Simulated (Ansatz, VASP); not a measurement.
**Sb in VASP and in Ansatz**

Contents of INCAR:

```
SYSTEM = Sb
ALGO     = Normal         ! electronic algorithm
EDIFF    = 1E-7           ! SCF threshold, eV
EDIFFG   = -0.01          ! ionic threshold
ENCUT    = 500            ! plane-wave cutoff, eV
GGA      = RP             ! functional
GGA_COMPAT= .FALSE.      
IBRION   = 2              ! ionic algorithm
ISIF     = 3              ! what is computed and relaxed
ISMEAR   = -1             ! smearing method
LASPH    = .TRUE.         ! aspherical terms in the spheres
LCHARG   = .FALSE.        ! write CHGCAR
LREAL    = .FALSE.        ! projectors in reciprocal space
LWAVE    = .FALSE.        ! write WAVECAR
NELM     = 120            ! most SCF steps
NELMIN   = 4            
NSW      = 80             ! ionic steps
PREC     = Accurate       ! precision mode
SIGMA    = 0.1            ! smearing width, eV
```

File KPOINTS:

```
k-points
0
G
  11 11 11
  0 0 0
```

The input POSCAR:

```
Sb
1.0
    0.0000000000      2.3864604735      2.3864604735
    2.3864604735      0.0000000000      2.3864604735
    2.3864604735      2.3864604735      0.0000000000
Sb
1
Direct
    0.0000000000      0.0000000000      0.0000000000
```

Input for Ansatz:

```yaml
crystal:
  lattice:
    - [0.0, 2.3864604735, 2.3864604735]
    - [2.3864604735, 0.0, 2.3864604735]
    - [2.3864604735, 2.3864604735, 0.0]
  atoms:
    - { symbol: Sb, position: [0.0, 0.0, 0.0] }
hamiltonian:
  xc: rpbe
  pseudopotentials:
    kind: paw
    azcp:
      Sb: "pseudopotentials/Sb.paw.azcp"
basis:
  ecutwfc: 420
  fft_grid_basis: typed
kpoints:
  mp_grid: { grid: [11, 11, 11], shift: [0, 0, 0] }
magnetization:
  spin_polarized: false
scf:
  occupations: { method: fermi_dirac, width: 0.1 }
relax:
  max_steps: 60
  f_tol: 0.01
  cell: {}
output:
  write_density: true
  write_potential: true
  elf: true
  volumetric_format: npy
```

Alike in both runs: task relaxation of cell and atoms; functional RPBE; k mesh 11 × 11 × 11; occupations fermi-dirac, width 0.1 eV; no spin polarisation.

|  | VASP | Ansatz |
| --- | --- | --- |
| version | VASP 6.6.1 | Ansatz 0.2.0 |
| potentials or method | VASP PAW PBE potentials, release 64 (Sb), cutoff 500 eV | plane waves (420 eV) with PAW, scalar-relativistic |
| valence electrons in the cell | 5 | 15 |

Ansatz gave:

| Quantity | Value |
| --- | --- |
| relaxed volume (Å³/atom) | 28.08 |
| relaxed cell length with the largest relative difference (Å) | 3.412 |

Task: What did VASP give for the same quantities?

Result: Relaxed volume (Å³/atom): 27.96; relaxed cell length with the largest relative difference (Å): 3.407.

VASP's potentials were made for PBE, not for RPBE. VASP's potentials hold 5 valence electrons a cell and Ansatz's 15, so a difference there can come from the potentials and not from the codes.

Spin-orbit coupling is off throughout.
